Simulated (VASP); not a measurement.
# AlN in VASP: further runs, part 2 of 2

VASP 6.6.1. Earlier steps stand in the parts before.

**5. Single point, PBEsol**

The input, INCAR:

```
PREC = Accurate
ENCUT = 520
EDIFF = 1E-6
ISMEAR = -1
SIGMA = 0.05
LREAL = F
LASPH = T
NELM = 120
ALGO = Normal
ISIF = 2
LWAVE = F
LCHARG = T
GGA = PS
LELF = T
LVHAR = T
NBANDS = 16
GGA_COMPAT = F
```

The input, KPOINTS:

```
Automatic mesh
0
Gamma
  6 4 6
```

The input, POSCAR:

```
AlN
1.0
    2.1784270000     -2.1784270000      0.0000000000
    0.0000000000      0.0000000000      4.3568530000
   -2.1941909153     -2.1941909153      0.0000000000
Al N
2 2
Direct
    0.0000000000      0.0005220000      0.0000000000
    0.5000000000      0.5005220000      0.5000000000
    0.0000000000      0.2494780000      0.5000000000
    0.5000000000      0.7494780000      0.0000000000
```

Potentials or basis: VASP PAW PBE potentials, release 64 (Al, N).

Run with:

```console
$ cat potpaw_PBE.64/Al/POTCAR potpaw_PBE.64/N/POTCAR > POTCAR
$ mpirun -np 1 vasp_std > vasp.out
```

OUTCAR:

```text
PREC = Accurate
   ENCUT = 520
   EDIFF = 1E-6
   ISMEAR = -1
   LREAL = F
   LASPH = T
   NELM = 120
   ISIF = 2
   GGA = PS

 ion  position               nearest neighbor table
   1  0.000  0.001  0.000-   4 1.89   4 1.89   3 1.89   3 1.89   2 3.09   2 3.09   2 3.09   2 3.09
                             2 3.09   2 3.09   2 3.09   2 3.09
   2  0.500  0.501  0.500-   3 1.89   3 1.89   4 1.89   4 1.89   1 3.09   1 3.09   1 3.09   1 3.09
                             1 3.09   1 3.09   1 3.09   1 3.09
   3  0.000  0.249  0.500-   2 1.89   2 1.89   1 1.89   1 1.89
   4  0.500  0.749  0.000-   1 1.89   1 1.89   2 1.89   2 1.89

  LATTYP: Found a simple orthorhombic cell.
 ALAT       =     3.0807610080
 B/A-ratio  =     1.0072363753
 C/A-ratio  =     1.4142132378

  Lattice vectors:

 A1 = (  -2.1784270000,   2.1784270000,   0.0000000000)
 A2 = (  -2.1941909153,  -2.1941909153,   0.0000000000)
 A3 = (   0.0000000000,   0.0000000000,   4.3568530000)

Analysis of symmetry for initial positions (statically):
=====================================================================
 Subroutine PRICEL returns following result:

  LATTYP: Found a body centered orthorhombic cell.
 ALAT       =     3.0807610080
 B/A-ratio  =     1.0072363753
 C/A-ratio  =     1.4142132378

  Lattice vectors:

 A1 = (  -0.0078819577,  -2.1863089577,   2.1784265000)
 A2 = (   0.0078819577,   2.1863089577,   2.1784265000)
 A3 = (  -2.1863089577,  -0.0078819577,  -2.1784265000)

   2 primitive cells build up your supercell.

 Routine SETGRP: Setting up the symmetry group for a
 simple orthorhombic supercell.

 Subroutine GETGRP returns: Found  4 space group operations
 (whereof  4 operations were pure point group operations)
 out of a pool of  8 trial point group operations.

The static configuration has the point symmetry C_2v.

Analysis of symmetry for dynamics (positions and initial velocities):
=====================================================================
 Subroutine PRICEL returns following result:

  LATTYP: Found a body centered orthorhombic cell.
 ALAT       =     3.0807610080
 B/A-ratio  =     1.0072363753
 C/A-ratio  =     1.4142132378

  Lattice vectors:

 A1 = (  -0.0078819577,  -2.1863089577,   2.1784265000)
 A2 = (   0.0078819577,   2.1863089577,   2.1784265000)
 A3 = (  -2.1863089577,  -0.0078819577,  -2.1784265000)

   2 primitive cells build up your supercell.

 Routine SETGRP: Setting up the symmetry group for a
 simple orthorhombic supercell.

 Subroutine GETGRP returns: Found  4 space group operations
 (whereof  4 operations were pure point group operations)
 out of a pool of  8 trial point group operations.

The dynamic configuration has the point symmetry C_2v.

 Subroutine INISYM returns: Found  4 space group operations
 (whereof  4 operations are pure point group operations),
 and found     2 'primitive' translations

----------------------------------------------------------------------------------------

                                     Primitive cell

  volume of cell :      20.8253

  direct lattice vectors                    reciprocal lattice vectors
    -0.007881958 -2.186308958  2.178426500    -0.227874428 -0.227874428  0.229523466
[... 34 lines left out ...]
     0.000000000  0.000000000  0.000000000

 Subroutine IBZKPT returns following result:
 ===========================================

 Found     48 irreducible k-points:

 Following reciprocal coordinates:
            Coordinates               Weight
  0.000000  0.000000  0.000000      1.000000
  0.166667  0.000000  0.000000      2.000000
  0.333333  0.000000  0.000000      2.000000
  0.500000  0.000000  0.000000      1.000000
  0.000000  0.250000  0.000000      2.000000
  0.166667  0.250000  0.000000      4.000000
[... 16 lines left out ...]
  0.333333  0.500000  0.166667      4.000000
  0.500000  0.500000  0.166667      2.000000
 [... further k-points ...]
   k-points           NKPTS =     48   k-points in BZ     NKDIM =     48   number of bands    NBANDS=     16
   number of dos      NEDOS =    301   number of ions     NIONS =      4
   total plane-waves  NPLWV =  18432
   dimension x,y,z NGX =    24 NGY =   32 NGZ =   24
   dimension x,y,z NGXF=    48 NGYF=   64 NGZF=   48
   ions per type =               2   2
   NGX,Y,Z   is equivalent  to a cutoff of  12.95, 12.21, 12.86 a.u.
   NGXF,Y,Z  is equivalent  to a cutoff of  25.90, 24.42, 25.72 a.u.
 SYSTEM =  unknown system
   PREC   = accura    normal or accurate (medium, high low for compatibility)
   ISTART =      0    job   : 0-new  1-cont  2-samecut
   ICHARG =      2    charge: 1-file 2-atom 10-const
   ISPIN  =      1    spin polarized calculation?
   LNONCOLLINEAR =      F non collinear calculations
   LSORBIT =      F    spin-orbit coupling
   LASPH  =      T    aspherical Exc in radial PAW
   ENCUT  =  520.0 eV  38.22 Ry    6.18 a.u.   5.73  8.10  5.77*2*pi/ulx,y,z
   NELM   =    120;   NELMIN=  2; NELMDL= -5     # of ELM steps
   EDIFF  = 0.1E-05   stopping-criterion for ELM
   LREAL  =      F    real-space projection
   EDIFFG = 0.1E-04   stopping-criterion for IOM
   NSW    =      0    number of steps for IOM
   IBRION =     -1    ionic relax: 0-MD 1-quasi-New 2-CG
   NFREE  =      0    steps in history (QN), initial steepest desc. (CG)
   ISIF   =      2    stress and relaxation
   ISYM   =      2    0-nonsym 1-usesym 2-fastsym
   POTIM  = 0.5000    time-step for ionic-motion
   TEBEG  =    0.0;   TEEND  =   0.0 temperature during run
   PSTRESS=    0.0 pullay stress
   NELECT =      16.0000    total number of electrons
   NUPDOWN=      -1.0000    fix difference up-down
   EMIN   =  10.00;   EMAX   =-10.00  energy-range for DOS
   EFERMI =   0.00;   METHOD = LEGACY
   ISMEAR =    -1;   SIGMA  =   0.05  broadening in eV -4-tet -1-fermi 0-gaus
   EFERMI_NEDOS =   21; number of points for ismear=-14 and -15
   IALGO  =     38    algorithm
   IMIX   =      4    mixing-type and parameters
     AMIX     =   0.40;   BMIX     =  1.00
     AMIX_MAG =   1.60;   BMIX_MAG =  1.00
  volume/ion in A,a.u.               =      10.41        70.27
  Fermi-wavevector in a.u.,A,eV,Ry     =   1.190076  2.248918 19.269673  1.416281
  Thomas-Fermi vector in A             =   2.326169
   LORBIT       =      0    0 simple, 1 ext, 2 COOP (PROOUT), +10 PAW based schemes
   GGA     = PS    functional components
   LHFCALC =     F    Hartree Fock is set to
   AEXX    =    0.0000 exact exchange contribution
   IVDW    =     0    specifies the selected vdW correction
   LEPSILON=     F    determine dielectric tensor
   LRPA    =     F    only Hartree local field effects (RPA)
 non-spin polarized calculation
  energy-cutoff  :      520.00
  volume of cell :       41.65
 maximum number of plane-waves:      1138
 NGX is ok and might be reduce to    24
   NGX = 11   NGY = 17   NGZ = 11

 number of electron      16.0000002 magnetization

 Free energy of the ion-electron system (eV)
  ---------------------------------------------------
  ext. energy  EPLUGINS =         0.00000000
  ---------------------------------------------------
  free energy    TOTEN  =       -31.21858633 eV

  energy without entropy =      -31.21858633  energy(sigma->0) =      -31.21858633

 E-fermi :   6.9823     XC(G=0): -11.1311

 val. band max:        5.9105357073   @ k =   0.0000   0.0000   0.0000
 cond. band min:       9.0570733610   @ k =   0.0000   0.0000   0.0000
 fundamental gap:      3.1465376537
 Fermi energy:         6.9822938799

 k-point     1 :       0.0000    0.0000    0.0000
  band No.  band energies     occupation
      1      -9.0775      2.00000
      2      -6.3345      2.00000
      3       0.9585      2.00000
      4       4.0215      2.00000
      5       4.1268      2.00000
      6       5.8478      2.00000
[... 433 lines left out ...]
      3       0.3052      2.00000
      4       0.3052      2.00000
      5       4.4140      2.00000
      6       4.4140      2.00000
[... 8 lines left out ...]
     15      17.8814      0.00000
     16      17.8814      0.00000

 [... further k-points ...]
[... 5 lines left out ...]
  --------------------------------------------------------------------------------------
  -------------------------------------------------------------------------------------
  Total        0.3262463      0.3262463      0.4310587     -0.3410262      0.0000000      0.0000000
  in kB       12.5497719     12.5497719     16.5816086    -13.1183126      0.0000000      0.0000000
  external PRESSURE =      13.8937175 kB  Pullay stress =       0.0000000 kB

 VOLUME and BASIS-vectors are now :
 -----------------------------------------------------------------------------
  energy-cutoff  :      520.00
  volume of cell :       41.65
      direct lattice vectors                 reciprocal lattice vectors
     2.178427000 -2.178427000  0.000000000     0.229523413 -0.229523413  0.000000000
     0.000000000  0.000000000  4.356853000     0.000000000  0.000000000  0.229523466
    -2.194190915 -2.194190915  0.000000000    -0.227874428 -0.227874428  0.000000000

 POSITION                                       TOTAL-FORCE (eV/Angst)
 -----------------------------------------------------------------------------------
      0.00000      0.00000      0.00227         0.000000     -0.000000      0.001216
     -0.00788     -2.18631      2.18070         0.000000     -0.000000      0.001216
     -1.09710     -1.09710      1.08694         0.000000     -0.000000     -0.001216
      1.08921     -1.08921      3.26537        -0.000000      0.000000     -0.001216
 -----------------------------------------------------------------------------------
    total drift:                               -0.000000     -0.000000      0.000115

  FREE ENERGIE OF THE ION-ELECTRON SYSTEM (eV)
  ---------------------------------------------------
  free  energy   TOTEN  =       -31.2185863283 eV

  energy  without entropy=      -31.2185863283  energy(sigma->0) =      -31.21858633
```

stdout:

```text
POSCAR found type information on POSCAR AlN
 POSCAR found :  2 types and       4 ions
 scaLAPACK will be used
 -----------------------------------------------------------------------------
|                                                                             |
|                                                                             |
|     You enforced a specific xc type in the INCAR file but a different       |
|     I HOPE YOU KNOW WHAT YOU ARE DOING!                                     |
|                                                                             |
 -----------------------------------------------------------------------------

 LDA part: xc-table for (Slater+PW92), standard interpolation
 POSCAR, INCAR and KPOINTS ok, starting setup
 FFT: planning ... GRIDC
 FFT: planning ... GRID_SOFT
 FFT: planning ... GRID
 WAVECAR not read
 entering main loop
```

It took 13 s on 1 thread of AMD EPYC 9R45 (Zen 5), shared host; peak memory 0.13 GiB.

Results:

- Free energy: -31.2186 eV
- Pressure: 1.4 GPa
- Band gap on the k mesh: 3.15 eV

Caveat: the PAW data sets were made with another functional, which shifts forces and pressure a little.

**6. Single point, HSE06**

POSCAR: that of step 5 with these lines changed.

```diff
@@ -4,3 +4,3 @@
     0.0000000000      0.0000000000      4.3568530000
-   -2.1941909153     -2.1941909153      0.0000000000
+   -2.1941910000     -2.1941910000      0.0000000000
 Al N
```

The input, INCAR.step1:

```
SYSTEM = AlN
PREC = Accurate
ENCUT = 520
EDIFF = 1E-5
ISMEAR = -1
SIGMA = 0.05
LREAL = .False.
LASPH = .True.
NELM = 120
ALGO = Normal
ISIF = 2
LWAVE = .True.
GGA = PE
NBANDS = 16
GGA_COMPAT = .False.
```

The input, INCAR.step2:

```
SYSTEM = AlN
PREC = Accurate
ENCUT = 520
EDIFF = 1E-6
ISMEAR = -1
SIGMA = 0.05
LREAL = .False.
LASPH = .True.
NELM = 120
ALGO = Normal
ISIF = 2
LWAVE = .False.
LCHARG = .True.
GGA = PE
LHFCALC = .True.
HFSCREEN = 0.2079
PRECFOCK = Normal
LELF = .True.
LVHAR = .True.
ISTART = 1
NBANDS = 16
GGA_COMPAT = .False.
```

The input, KPOINTS:

```
Automatic mesh
0
Gamma
  4 3 4
  0 0 0
```

Potentials or basis: VASP PAW PBE potentials, release 64 (Al, N).

Run with:

```console
$ cat potpaw_PBE.64/Al/POTCAR potpaw_PBE.64/N/POTCAR > POTCAR
$ cp INCAR.step1 INCAR
$ mpirun -np 1 vasp_std > vasp.out
$ cp INCAR.step2 INCAR
$ mpirun -np 1 vasp_std > vasp.out
```

It took 4.7 min on 1 thread of AMD EPYC 9R45 (Zen 5), shared host; peak memory 0.22 GiB.

It converged, with:

```
Free energy            : -34.7707 eV
Pressure               : -0.5 GPa
Largest force          : 0.005 eV/Å
Band gap on the k mesh : 4.52 eV
```

Forces in eV/Å, atoms in the order of the input:
```
Al   0.000  0.000 -0.005
Al   0.000  0.000 -0.005
N    0.000  0.000  0.005
N    0.000  0.000  0.005
```

Stress tensor (GPa, compression positive):
```
-0.44 -1.39  0.00
-1.39 -0.44  0.00
 0.00  0.00 -0.48
```

Levels at points of the mesh, in eV from the valence-band top:
| k point | band 4 | band 5 | band 6 | band 7 | band 8 | band 9 | band 10 | band 11 | band 12 | band 13 |
| --- | --- | --- | --- | --- | --- | --- | --- | --- | --- | --- |
| (0.00, 0.00, 0.00) | -2.06 | -1.95 | -0.06 | -0.01 | 0.00 | 4.52 | 5.54 | 10.03 | 14.12 | 14.22 |
| (0.50, 0.00, 0.00) | -4.72 | -2.69 | -2.69 | -0.65 | -0.65 | 9.32 | 9.32 | 10.76 | 10.76 | 13.48 |
| (0.00, 0.00, 0.50) | -4.73 | -2.71 | -2.71 | -0.59 | -0.59 | 9.35 | 9.35 | 10.87 | 10.87 | 13.47 |
| (0.50, 0.00, 0.50) | -5.37 | -1.96 | -1.96 | -1.96 | -1.96 | 4.53 | 4.53 | 10.07 | 10.07 | 16.06 |

Caveat: the k points lie up to 0.51 Å⁻¹ apart; the PAW data sets were made with another functional, which shifts forces and pressure a little.

**7. The runs side by side**

```tsv
level	cell	k mesh	cutoff (eV)	grid for exact exchange (PRECFOCK)	screening parameter	gap on the mesh (eV)	pressure (GPa)	largest force (eV/Å)
r2SCAN	a = 3.081, b = 4.357, c = 3.103 Å, 4 atoms	4 × 3 × 4	580	-	-	3.89	0.0	0.01
PBEsol	a = 3.081, b = 4.357, c = 3.103 Å, 4 atoms	6 × 4 × 6	520	-	-	3.15	1.4	-
PBEsol	a = 3.081, b = 4.357, c = 3.107 Å, 4 atoms	6 × 4 × 6	520	-	-	3.15	1.2	0.08
HSE06	a = 3.081, b = 4.357, c = 3.103 Å, 4 atoms	4 × 3 × 4	520	Normal	0.2079 1/Å	4.52	-0.5	0.01
```

Alike in all rows: task single point; potentials or basis VASP PAW PBE potentials, release 64 (Al, N); no spin polarisation; smearing fermi-dirac 0.05 eV.

Caveats: some runs use coarse meshes; the PAW data sets were made with another functional, which shifts forces and pressure a little.

Total energies depend on the potentials used, so only differences within one code and one set of settings carry meaning.
